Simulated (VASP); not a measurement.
Here is a VASP 6.6.1 calculation.

Contents of INCAR:

```
ALGO = Normal
EDIFF = 1E-8
ENCUT = 600
GGA = PS
IBRION = 6
ISIF = 3
ISMEAR = -1
LASPH = T
LCHARG = F
LREAL = F
LWAVE = F
NBANDS = 10
NELM = 60
NFREE = 2
NSW = 1
POTIM = 0.015
PREC = Accurate
SIGMA = 0.15
```

The input KPOINTS:

```
k-points
0
Gamma
  20 20 20
```

Contents of POSCAR:

```
Ir
1.0
    0.0000000000      1.8990587510      1.8990587510
    1.8990587510      0.0000000000      1.8990587510
    1.8990587510      1.8990587510      0.0000000000
Ir
1
Direct
    0.0000000000      0.0000000000      0.0000000000
```

Potentials or basis: VASP PAW PBE potentials, release 64 (Ir).

Run with:

```console
$ cat potpaw_PBE.64/Ir/POTCAR > POTCAR
$ mpirun -np 1 vasp_std > vasp.out
```

Q: Predict the elastic constants C11, C12, C44.

A: 711, 297, 314 GPa.

Q: Predict the Voigt bulk modulus.

A: 435 GPa.

Clamped-ion elastic tensor (GPa):
```
711 297 297   0   0   0
297 711 297   0   0   0
297 297 711   0   0   0
  0   0   0 314   0   0
  0   0   0   0 314   0
  0   0   0   0   0 314
```

Caveat: the cell is under stress, which shifts elastic constants; the PAW data sets were made with another functional, which shifts forces and pressure a little.
